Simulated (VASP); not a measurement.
# As (P6/mmm) in VASP: a series of runs, part 2 of 2

VASP 6.6.1.

### Step 3. Single point, BLYP (18.68 Å³/atom)

This run uses another cell than the first one, of 18.68 Å³/atom.

INCAR reads:

```
PREC = Accurate ; ENCUT = 520
EDIFF = 1E-6 ; ISMEAR = -1
SIGMA = 0.1 ; LREAL = F
LASPH = T ; NELM = 60
ALGO = Normal ; ISIF = 2
LWAVE = F ; LCHARG = F
GGA = B5 ; ALDAX = 1.0
AGGAX = 1.0 ; AGGAC = 1.0
ALDAC = 0.0 ; NBANDS = 14
```

KPOINTS reads:

```
Automatic mesh
0
Gamma
  8 8 12
```

POSCAR reads:

```
As
1.0
    4.8077782151      0.0000000000      0.0000000000
   -2.4038891076      4.1636580701      0.0000000000
    0.0000000000      0.0000000000      2.8001875008
As
3
Direct
    1.0000000000      0.0000000000      0.0000000000
    0.3333333333      0.6666666667      0.5000000000
    0.6666666667      0.3333333333      0.5000000000
```

Potentials or basis: VASP PAW PBE potentials, release 64 (As).

Launch:

```bash
cat potpaw_PBE.64/As/POTCAR > POTCAR
mpirun -np 1 vasp_std > vasp.out
```

OUTCAR:

```text
PREC = Accurate
   ENCUT = 520
   EDIFF = 1E-6
   ISMEAR = -1
   LREAL = F
   LASPH = T
   NELM = 60
   ISIF = 2
   GGA = B5

 ion  position               nearest neighbor table
   1  0.000  0.000  0.000-
   2  0.333  0.667  0.500-   3 2.78   3 2.78   3 2.78
   3  0.667  0.333  0.500-   2 2.78   2 2.78   2 2.78

  LATTYP: Found a hexagonal cell.
 ALAT       =     4.8077782151
 C/A-ratio  =     0.5824285929

  Lattice vectors:

 A1 = (   4.8077782151,   0.0000000000,   0.0000000000)
 A2 = (  -2.4038891076,   4.1636580701,   0.0000000000)
 A3 = (   0.0000000000,   0.0000000000,   2.8001875008)

Analysis of symmetry for initial positions (statically):
=====================================================================
 Subroutine PRICEL returns:
 Original cell was already a primitive cell.

 Routine SETGRP: Setting up the symmetry group for a
 hexagonal supercell.

 Subroutine GETGRP returns: Found 24 space group operations
 (whereof 24 operations were pure point group operations)
 out of a pool of 24 trial point group operations.

The static configuration has the point symmetry D_6h.

Analysis of symmetry for dynamics (positions and initial velocities):
=====================================================================
 Subroutine PRICEL returns:
 Original cell was already a primitive cell.

 Routine SETGRP: Setting up the symmetry group for a
 hexagonal supercell.

 Subroutine GETGRP returns: Found 24 space group operations
 (whereof 24 operations were pure point group operations)
 out of a pool of 24 trial point group operations.

The dynamic configuration has the point symmetry D_6h.

 Subroutine INISYM returns: Found 24 space group operations
 (whereof 24 operations are pure point group operations),
 and found     1 'primitive' translations
[... 122 lines left out ...]
   GGA     = B5    functional components
   LHFCALC =     F    Hartree Fock is set to
   AEXX    =    0.0000 exact exchange contribution
   IVDW    =     0    specifies the selected vdW correction
   LEPSILON=     F    determine dielectric tensor
   LRPA    =     F    only Hartree local field effects (RPA)
 non-spin polarized calculation
  energy-cutoff  :      520.00
  volume of cell :       56.05
 maximum number of plane-waves:      1524
 NGX is ok and might be reduce to    36
   NGX = 17   NGY = 17   NGZ = 11

 number of electron      14.9999998 magnetization

 Free energy of the ion-electron system (eV)
  ---------------------------------------------------
  ext. energy  EPLUGINS =         0.00000000
  ---------------------------------------------------
  free energy    TOTEN  =        -9.93534861 eV

  energy without entropy =       -9.88245448  energy(sigma->0) =       -9.90890154

 E-fermi :   7.0910     XC(G=0): -10.1482

 val. band max:        7.0850169894   @ k =   0.3750  -0.0000   0.4167
 cond. band min:       7.1066688677   @ k =   0.2500   0.2500   0.1667
 fundamental gap:      0.0216518783
 Fermi energy:         7.0909804475

 k-point     1 :       0.0000    0.0000    0.0000
  band No.  band energies     occupation
      1      -8.1178      2.00000
      2      -2.7938      2.00000
      3      -2.6102      2.00000
      4       2.4728      2.00000
      5       2.4728      2.00000
      6       2.7751      2.00000
      7       2.7751      2.00000
      8       9.6326      0.00000
      9      12.7023      0.00000
     10      12.7023      0.00000
     11      13.6500      0.00000
     12      13.6786      0.00000
     13      14.6261      0.00000
     14      19.7956      0.00000
[... 377 lines left out ...]
      1      -6.5144      2.00000
      2      -4.6521      2.00000
      3      -3.0966      2.00000
      4       1.1489      2.00000
      5       4.4358      2.00000
      6       7.0184      1.34761
      7       7.0311      1.29090
      8       7.5825      0.01456
      9       8.8651      0.00000
     10       9.5104      0.00000
     11      10.0463      0.00000
     12      10.1890      0.00000
     13      15.9933      0.00000
     14      16.5892      0.00000

 [... further k-points ...]

------------------------ aborting loop because EDIFF is reached ----------------------------------------

  FORCE on cell =-STRESS in cart. coord.  units (eV):
  Direction    XX          YY          ZZ          XY          YZ          ZX
  --------------------------------------------------------------------------------------
  -------------------------------------------------------------------------------------
  Total        3.8882177      3.8882177      3.6908194     -0.0000000     -0.0000000      0.0000000
  in kB      111.1359487    111.1359487    105.4937622     -0.0000000     -0.0000000      0.0000000
  external PRESSURE =     109.2552199 kB  Pullay stress =       0.0000000 kB

 VOLUME and BASIS-vectors are now :
 -----------------------------------------------------------------------------
  energy-cutoff  :      520.00
  volume of cell :       56.05
      direct lattice vectors                 reciprocal lattice vectors
     4.807778215  0.000000000  0.000000000     0.207996283  0.120086710  0.000000000
    -2.403889108  4.163658070  0.000000000     0.000000000  0.240173420  0.000000000
     0.000000000  0.000000000  2.800187501     0.000000000  0.000000000  0.357118943

 POSITION                                       TOTAL-FORCE (eV/Angst)
 -----------------------------------------------------------------------------------
      0.00000      0.00000      0.00000        -0.000000     -0.000000      0.000000
     -0.00000      2.77577      1.40009        -0.000000     -0.000000     -0.000000
      2.40389      1.38789      1.40009         0.000000      0.000000      0.000000
 -----------------------------------------------------------------------------------
    total drift:                               -0.000000      0.000000     -0.000000

  FREE ENERGIE OF THE ION-ELECTRON SYSTEM (eV)
  ---------------------------------------------------
  free  energy   TOTEN  =        -9.9353486066 eV

  energy  without entropy=       -9.8824544799  energy(sigma->0) =       -9.90890154
```

OSZICAR:

```text
N       E                     dE             d eps       ncg     rms          rms(c)
DAV:   1     0.444980300399E+02    0.44498E+02   -0.60415E+03  1960   0.894E+02
DAV:   2    -0.755994715115E+01   -0.52058E+02   -0.48453E+02  2670   0.134E+02
DAV:   3    -0.991872771538E+01   -0.23588E+01   -0.23428E+01  2278   0.290E+01
DAV:   4    -0.992898598504E+01   -0.10258E-01   -0.10257E-01  2404   0.226E+00
DAV:   5    -0.992901259520E+01   -0.26610E-04   -0.26610E-04  2398   0.120E-01    0.325E+00
DAV:   6    -0.993147136573E+01   -0.24588E-02   -0.31480E-03  2344   0.408E-01    0.195E+00
DAV:   7    -0.993515859885E+01   -0.36872E-02   -0.77357E-03  2254   0.643E-01    0.710E-02
DAV:   8    -0.993528118621E+01   -0.12259E-03   -0.96593E-05  2542   0.682E-02    0.404E-02
DAV:   9    -0.993534762916E+01   -0.66443E-04   -0.76763E-05  2278   0.664E-02    0.439E-03
DAV:  10    -0.993534860661E+01   -0.97745E-06   -0.15436E-06  2026   0.851E-03
   1 F= -.99353486E+01 E0= -.99089015E+01  d E =-.528941E-01
```

stdout:

```text
POSCAR found type information on POSCAR As
 POSCAR found :  1 types and       3 ions
 scaLAPACK will be used
 -----------------------------------------------------------------------------
|                                                                             |
|                                                                             |
|     You enforced a specific xc type in the INCAR file but a different       |
|     I HOPE YOU KNOW WHAT YOU ARE DOING!                                     |
|                                                                             |
 -----------------------------------------------------------------------------

 LDA part: xc-table for (Slater(with rela. corr.)+VWN5), standard interpolation
 POSCAR, INCAR and KPOINTS ok, starting setup
 FFT: planning ... GRIDC
 FFT: planning ... GRID_SOFT
 FFT: planning ... GRID
 WAVECAR not read
 entering main loop
```

It took 65 s on 1 thread of AMD EPYC 7R13, shared host; peak memory 0.17 GiB.

What came out:

```yaml
Free_energy: -9.9353 eV
Pressure: 10.9 GPa
Band_gap_on_the_k_mesh: zero (an odd number of electrons rules out a gap without spin polarisation)
```

Levels at points of the mesh, in eV from the Fermi level:
| k point | band 5 | band 6 | band 7 | band 8 | band 9 | band 10 | band 11 | band 12 |
| --- | --- | --- | --- | --- | --- | --- | --- | --- |
| (0.00, 0.00, 0.00) | -4.62 | -4.32 | -4.32 | 2.54 | 5.61 | 5.61 | 6.56 | 6.59 |
| (0.50, 0.00, 0.00) | -1.35 | -1.09 | 1.06 | 1.52 | 2.30 | 4.25 | 4.28 | 5.96 |
| (0.00, 0.00, 0.50) | -3.33 | -2.56 | -2.28 | -2.28 | -0.45 | -0.45 | 0.78 | 0.78 |
| (0.50, 0.00, 0.50) | -5.01 | -3.84 | -3.22 | -1.04 | 1.44 | 2.35 | 2.96 | 3.98 |

Caveat: the cell stands under pressure; the PAW data sets were made with another functional, which shifts forces and pressure a little.

### Step 4. Single point, BLYP (19.53 Å³/atom)

This run uses another cell than the first one, of 19.53 Å³/atom.

INCAR reads:

```
PREC = Accurate
ENCUT = 520
EDIFF = 1E-7
ISMEAR = -1
SIGMA = 0.1
LREAL = False
LASPH = True
NELM = 80
ALGO = Normal
ISIF = 2
LWAVE = False
LCHARG = True
GGA = B5
ALDAX = 1.0
AGGAX = 1.0
AGGAC = 1.0
ALDAC = 0.0
LELF = True
LVHAR = True
NBANDS = 14
```

KPOINTS is that of step 3.

POSCAR reads:

```
As
1.0
    4.8795466798      0.0000000000      0.0000000000
   -2.4397733399      4.2258113836      0.0000000000
    0.0000000000      0.0000000000      2.8419875067
As
3
Direct
    1.0000000000      0.0000000000      0.0000000000
    0.3333333333      0.6666666667      0.5000000000
    0.6666666667      0.3333333333      0.5000000000
```

Launch:

```bash
cat potpaw_PBE.64/As/POTCAR > POTCAR
mpirun -np 1 vasp_std > vasp.out
```

It took 75 s on 1 thread of AMD EPYC 7R13, shared host; peak memory 0.17 GiB.

It converged, with:

```yaml
Free_energy: -10.0730 eV
Pressure: 6.5 GPa
Band_gap_on_the_k_mesh: zero (an odd number of electrons rules out a gap without spin polarisation)
```

Stress tensor (GPa, compression positive):
```
6.73 0.00 0.00
0.00 6.73 0.00
0.00 0.00 6.17
```

Levels at points of the mesh, in eV from the Fermi level:
| k point | band 6 | band 7 | band 8 | band 9 | band 10 | band 11 |
| --- | --- | --- | --- | --- | --- | --- |
| (0.00, 0.00, 0.00) | -4.09 | -4.09 | 2.42 | 5.27 | 5.27 | 6.16 |
| (0.50, 0.00, 0.00) | -1.13 | 1.03 | 1.50 | 2.17 | 4.04 | 4.06 |
| (0.00, 0.00, 0.50) | -2.45 | -2.17 | -2.17 | -0.40 | -0.40 | 0.83 |
| (0.50, 0.00, 0.50) | -3.68 | -3.06 | -0.94 | 1.31 | 2.21 | 2.74 |

Caveat: the cell stands under pressure; the PAW data sets were made with another functional, which shifts forces and pressure a little.

### Step 5. Single point, BLYP (20.38 Å³/atom)

This run uses another cell than the first one, of 20.38 Å³/atom.

INCAR reads:

```
SYSTEM = As
  PREC = Accurate
  ENCUT = 520
  EDIFF = 1E-7
  ISMEAR = -1
  SIGMA = 0.1
  LREAL = .False.
  LASPH = .True.
  NELM = 80
  ALGO = Normal
  ISIF = 2
  LWAVE = .False.
  LCHARG = .False.
  GGA = B5
  ALDAX = 1.0
  AGGAX = 1.0
  AGGAC = 1.0
  ALDAC = 0.0
  NBANDS = 14
```

KPOINTS reads:

```
regular mesh
0
Gamma
  8 8 12
  0 0 0
```

POSCAR reads:

```
As
1.0
    4.9492639087      0.0000000000      0.0000000000
   -2.4746319543      4.2861882749      0.0000000000
    0.0000000000      0.0000000000      2.8825928142
As
3
Direct
    1.0000000000      0.0000000000      0.0000000000
    0.3333333333      0.6666666667      0.5000000000
    0.6666666667      0.3333333333      0.5000000000
```

Launch:

```bash
cat potpaw_PBE.64/As/POTCAR > POTCAR
mpirun -np 1 vasp_std > vasp.out
```

Run time: 82 s. Hardware: 1 thread of AMD EPYC 7R13, shared host; peak memory 0.18 GiB.

The run converged. Its results:

```yaml
Free_energy: -10.1481 eV
Pressure: 3.0 GPa
Band_gap_on_the_k_mesh: zero (an odd number of electrons rules out a gap without spin polarisation)
```

Stress tensor (GPa, compression positive):
```
3.21 0.00 0.00
0.00 3.21 0.00
0.00 0.00 2.66
```

Levels at points of the mesh, in eV from the Fermi level:
| k point | band 5 | band 6 | band 7 | band 8 | band 9 | band 10 | band 11 | band 12 |
| --- | --- | --- | --- | --- | --- | --- | --- | --- |
| (0.00, 0.00, 0.00) | -4.17 | -3.87 | -3.87 | 2.31 | 4.95 | 4.95 | 5.80 | 5.82 |
| (0.50, 0.00, 0.00) | -1.40 | -1.16 | 1.00 | 1.48 | 2.05 | 3.84 | 3.86 | 5.29 |
| (0.00, 0.00, 0.50) | -3.16 | -2.35 | -2.07 | -2.07 | -0.36 | -0.36 | 0.87 | 0.87 |
| (0.50, 0.00, 0.50) | -4.69 | -3.52 | -2.91 | -0.86 | 1.19 | 2.08 | 2.53 | 3.62 |

Caveat: the cell stands under pressure; the PAW data sets were made with another functional, which shifts forces and pressure a little.

### Step 6. Summary

| cell | k mesh | gap on the mesh (eV) | pressure (GPa) |
| --- | --- | --- | --- |
| a = 5.017, b = 5.017, c = 2.922 Å, angles 90.0, 90.0, 120.0°, 3 atoms | 8 × 8 × 11 | none | 0.2 |
| a = 4.808, b = 4.808, c = 2.800 Å, angles 90.0, 90.0, 120.0°, 3 atoms | 8 × 8 × 12 | none | 10.9 |
| a = 4.880, b = 4.880, c = 2.842 Å, angles 90.0, 90.0, 120.0°, 3 atoms | 8 × 8 × 12 | none | 6.5 |
| a = 4.949, b = 4.949, c = 2.883 Å, angles 90.0, 90.0, 120.0°, 3 atoms | 8 × 8 × 12 | none | 3.0 |

Alike in all rows: task single point; level BLYP; potentials or basis VASP PAW PBE potentials, release 64 (As); no spin polarisation; cutoff (eV) 520; smearing fermi-dirac 0.1 eV.

Caveats: the PAW data sets were made with another functional, which shifts forces and pressure a little; the cell stands under pressure (at least some runs).

Absolute energies hang on the potentials; compare differences alone.
